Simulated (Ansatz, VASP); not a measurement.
# One calculation of SrTiO3, two programs

Contents of INCAR:

```
PREC = Accurate ; ENCUT = 520
EDIFF = 1E-7 ; ISMEAR = 0
SIGMA = 0.05 ; LREAL = F
LASPH = T ; NELM = 60
ALGO = Normal ; ISIF = 2
LWAVE = F ; LCHARG = F
GGA = PE ; NBANDS = 28
```

File KPOINTS:

```
regular mesh
0
Gamma
  8 8 8
```

Contents of POSCAR:

```
SrTiO3
1.0
    4.0283245985      0.0000000000      0.0000000000
    0.0000000000      4.0283245985      0.0000000000
    0.0000000000      0.0000000000      3.7525791173
Sr Ti O
1 1 3
Direct
    0.0006835254      0.0000000000      0.0000000000
    0.5032269229      0.5000000000      0.5000000000
   -0.0048775414      0.5000000000      0.5000000000
    0.4957398015      0.0000000000      0.5000000000
    0.4957398015      0.5000000000      0.0000000000
```

Input for Ansatz:

```yaml
crystal:
  lattice:
    - [4.0283245985, 0.0, 0.0]
    - [0.0, 4.0283245985, 0.0]
    - [0.0, 0.0, 3.7525791173]
  atoms:
    - { symbol: Sr, position: [0.0006835254, 0.0, 0.0] }
    - { symbol: Ti, position: [0.5032269229, 0.5, 0.5] }
    - { symbol: O, position: [-0.0048775414, 0.5, 0.5] }
    - { symbol: O, position: [0.4957398015, 0.0, 0.5] }
    - { symbol: O, position: [0.4957398015, 0.5, 0.0] }
basis:
  ecutwfc: 520.0
kpoints:
  mp_grid: { grid: [8, 8, 8] }
hamiltonian:
  xc: pbe
  pseudopotentials: { kind: paw, azcp: { folder: soft_1 } }
scf:
  occupations: { method: gaussian, width: 0.05 }
output:
  forces: true
  stress: true
  eigenvalues: true
  write_density: true
  write_potential: true
  elf: true
  volumetric_format: npy
```

Change from the starting cell: mode 1 frozen in at -0.019 Å, strain +e along z and -e/2 along x and y -0.0467.

Alike in both runs: task single point; functional PBE; k mesh 8 × 8 × 8; occupations gaussian, width 0.05 eV; no spin polarisation.

```csv
,VASP,Ansatz
version,VASP 6.6.1,Ansatz 0.2.0
potentials or method,"VASP PAW PBE potentials, release 64 (Sr_sv, Ti_sv, O), cutoff 520 eV","scalar-relativistic, plane waves, PAW"
valence electrons in the cell,40,40
```

|  | VASP | Ansatz | Ansatz less VASP |
| --- | --- | --- | --- |
| gap on the k mesh at the Fermi level (eV) | 1.75 | 1.78 | +0.038 |
| least direct gap on the mesh (eV) | 2.10 | 2.12 | +0.022 |
| pressure (GPa) | 2.3 | 1.7 | -0.60 |
| traceless stress, the component that is largest in VASP (GPa) | 11.80 | 11.64 | -0.159 |
| rms of the force components (eV/Å) | 0.043 | 0.046 | +0.0029 |

Atom by atom the forces differ by 0.003 eV/Å (rms over components).
